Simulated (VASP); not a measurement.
Be5Au, 12 atoms in the cell. The structure is cubic, space group F-43m (No. 216). The conventional cell has a = 6.097 Å, b = 6.097 Å, c = 6.097 Å, α = 90.00°, β = 90.00°, γ = 90.00°. Be (site symmetry 3m) has 9 Be at 2.16 to 2.53 Å and 3 Au at 2.53 Å within 2.9 Å. Within 2.9 Å of Be (site symmetry 3m) lie 9 Be at 2.16 to 2.53 Å and 3 Au at 2.53 Å. Be (site symmetry -43m) has 12 Be at 2.53 Å and 4 Au at 2.64 Å within 3.3 Å. Within 3.3 Å of Au (site symmetry -43m) lie 16 Be at 2.53 to 2.64 Å. 

| Quantity | Value |
| --- | --- |
| Program | VASP 6.6.1 |
| Task | single point |
| Functional | PBEsol |
| Potentials or basis | VASP PAW PBE potentials, release 64 (Be, Au) |
| Cutoff | 600 eV |
| k mesh | 4 × 4 × 4 |
| Occupations | gaussian, width 0.15 eV |
| Spin | no spin polarisation |
| Dipole correction | no |
| Further INCAR settings | ALGO = Normal; EDIFF = 1e-06; NBANDS = 33 |

Potentials or basis: VASP PAW PBE potentials, release 64 (Be, Au).

Launch:

```bash
$ cat potpaw_PBE.64/Be/POTCAR potpaw_PBE.64/Au/POTCAR > POTCAR
$ mpirun -np 1 vasp_std > vasp.out
```

Hardware: 1 thread of Intel Xeon 8259CL, on a shared host.

Q: Estimate the wall time of this run.

A: Run time: 81 s on 1 thread of Intel Xeon 8259CL, on a shared host, peak memory 0.3 GiB. Counts: scf iterations 14, k points 13.
